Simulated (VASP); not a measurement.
Write the native input for VASP 6.6.1 that does the following.

- Task: single point
- Functional: LDA
- Potentials or basis: VASP PAW LDA potentials, release 64 (Pb_d, S)
- Cutoff: 500 eV
- k mesh: 4 × 4 × 4
- Occupations: gaussian, width 0.01 eV
- Spin: no spin polarisation
- Dipole correction: no
- Further INCAR settings: ALGO = Normal; EDIFF = 1e-06; NBANDS = 17

The structure of PbS lies in POSCAR:

```
PbS
1.0
    2.0656076194      1.1925791151      3.3770575596
   -2.0656076194      1.1925791151      3.3770575596
    0.0000000000     -2.3851582302      3.3770575596
Pb S
1 1
Direct
    0.9853770113      0.9853770113      0.9853770113
    0.4702249887      0.4702249887      0.4702249887
```

The input as run:

INCAR

```
ALGO = Normal
EDIFF = 1E-6
ENCUT = 500
GGA = CA
GGA_COMPAT = F
ISIF = 2
ISMEAR = 0
LASPH = T
LCHARG = F
LREAL = F
LWAVE = F
NBANDS = 17
NELM = 120
PREC = Accurate
SIGMA = 0.01
```

KPOINTS

```
k-points
0
Gamma
  4 4 4
```

Potentials or basis: VASP PAW LDA potentials, release 64 (Pb_d, S).

The run is started by

```bash
$ cat potpaw_LDA.64/Pb_d/POTCAR potpaw_LDA.64/S/POTCAR > POTCAR
$ mpirun -np 1 vasp_std > vasp.out
```

It gave:

* Pressure: 0.0 GPa
* Largest force: 0.007 eV/Å
* Band gap on the k mesh: 0.26 eV, direct

Caveat: the k points lie up to 0.47 Å⁻¹ apart; spin-orbit coupling is left out, which moves the levels of the heavy elements.

Wall time 5.5 s on 1 thread of Intel(R) Xeon(R) 6975P-C (Granite Rapids), on a shared host, peak memory 0.14 GiB.
